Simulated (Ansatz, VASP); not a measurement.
Two plane-wave programs on Mn

Contents of INCAR:

```
SYSTEM = Mn
ALGO     = Normal         ! electronic algorithm
EDIFF    = 1E-7           ! SCF threshold, eV
ENCUT    = 520            ! plane-wave cutoff, eV
GGA      = RE             ! functional
ISIF     = 2              ! what is computed and relaxed
ISMEAR   = -1             ! smearing method
ISPIN    = 2              ! spin polarisation
LASPH    = .TRUE.         ! aspherical terms in the spheres
LCHARG   = .TRUE.         ! write CHGCAR
LELF     = .TRUE.         ! ELF
LMAXMIX  = 4              ! l up to which the mixer works
LORBIT   = 11             ! projections on sites
LREAL    = .FALSE.        ! projectors in reciprocal space
LVHAR    = .TRUE.       
LWAVE    = .FALSE.        ! write WAVECAR
MAGMOM   = 2.046 -2.046   ! initial moments
NBANDS   = 24             ! bands
NELM     = 150            ! most SCF steps
PREC     = Accurate       ! precision mode
SIGMA    = 0.05           ! smearing width, eV
```

File KPOINTS:

```
k-points
0
G
  14 14 10
  0 0 0
```

File POSCAR:

```
Mn
1.0
    2.6667258853      0.0000000000      0.0000000000
    0.0000000000      2.6667258853      0.0000000000
    0.0000000000      0.0000000000      3.5981323045
Mn
2
Direct
    1.0000000000      1.0000000000      0.0000000000
    0.5000000000      0.5000000000      0.5000000000
```

Input for Ansatz:

```yaml
crystal:
  lattice:
    - [2.6667258853, 0.0, 0.0]
    - [0.0, 2.6667258853, 0.0]
    - [0.0, 0.0, 3.5981323045]
  atoms:
    - { symbol: Mn, position: [1.0, 1.0, 0.0], spin: 2.046 }
    - { symbol: Mn, position: [0.5, 0.5, 0.5], spin: -2.046 }
hamiltonian:
  xc: revpbe
  pseudopotentials:
    kind: paw
    azcp:
      Mn: "pseudopotentials/Mn.paw.azcp"
basis:
  ecutwfc: 420
  fft_grid_basis: typed
kpoints:
  mp_grid: { grid: [14, 14, 10], shift: [0, 0, 0] }
magnetization:
  spin_polarized: true
scf:
  occupations: { method: fermi_dirac, width: 0.05 }
  lower_state_search: "off"
output:
  stress: true
```

Alike in both runs: task single point; functional revPBE; k mesh 14 × 14 × 10; occupations fermi-dirac, width 0.05 eV; collinear spin.

|  | VASP | Ansatz |
| --- | --- | --- |
| version | VASP 6.6.1 | Ansatz 0.2.0 |
| potentials or method | VASP PAW PBE potentials, release 64 (Mn_pv), cutoff 520 eV | plane waves (420 eV) with PAW, scalar-relativistic |
| valence electrons in the cell | 26 | 30 |

```csv
,VASP,Ansatz,Ansatz less VASP
pressure (GPa),-7.3,-7.8,-0.50
"traceless stress, the component that is largest in VASP (GPa)",0.78,0.73,-0.048
net moment per atom (μB),0.00,0.00,0.000
size of the moment on the site where the two differ most (μB),2.46,2.41,-0.050
```

VASP's potentials were made for PBE, not for revPBE. Site moments also hang on the region over which each program counts them. With one functional, cell and mesh, what is left measures potentials, basis and numerics. VASP's potentials hold 26 valence electrons a cell and Ansatz's 30, so a difference there can come from the potentials and not from the codes.
